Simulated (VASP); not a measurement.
Write the native input for VASP 6.6.1 that does the following.

```
Task                   : single point
Functional             : LDA
Potentials or basis    : VASP PAW LDA potentials, release 64 (Pb_d, S)
Cutoff                 : 520 eV
k mesh                 : 4 × 4 × 2
Occupations            : gaussian, width 0.01 eV
Spin                   : no spin polarisation
Dipole correction      : no
Further INCAR settings : ALGO = Normal; EDIFF = 1e-07; NBANDS = 28
```

The structure of PbS lies in POSCAR:

```
PbS
1.0
    2.9405000000     -2.9000000000      0.0000000000
    2.9405000000      2.9000000000      0.0000000000
   -1.0800550000      0.0000000000     11.7092940000
Pb S
2 2
Direct
    0.7756000000      0.7756000000      0.6363800000
    0.2244000000      0.2244000000      0.3636200000
    0.2684000000      0.2684000000      0.5986000000
    0.7316000000      0.7316000000      0.4014000000
```

The input as run:

INCAR

```
SYSTEM = PbS
ALGO = Normal ; EDIFF = 1E-7
ENCUT = 520 ; GGA = CA
ISIF = 2 ; ISMEAR = 0
LASPH = .TRUE. ; LCHARG = .FALSE.
LREAL = .FALSE. ; LWAVE = .FALSE.
NBANDS = 28 ; NELM = 80
PREC = Accurate ; SIGMA = 0.01
```

KPOINTS

```
k-points
0
G
  4 4 2
  0 0 0
```

Potentials or basis: VASP PAW LDA potentials, release 64 (Pb_d, S).

The run is started by

```bash
$ cat potpaw_LDA.64/Pb_d/POTCAR potpaw_LDA.64/S/POTCAR > POTCAR
$ mpirun -np 1 vasp_std > vasp.out
```

It gave:

```json
{
  "Largest force": "0.809 eV/Å",
  "Band gap on the k mesh": "1.18 eV, direct"
}
```

Caveat: spin-orbit coupling is left out, which moves the levels of the heavy elements.

Wall time 46 s on 1 thread of Intel(R) Xeon(R) 6975P-C (Granite Rapids) (shared host), peak memory 0.26 GiB.
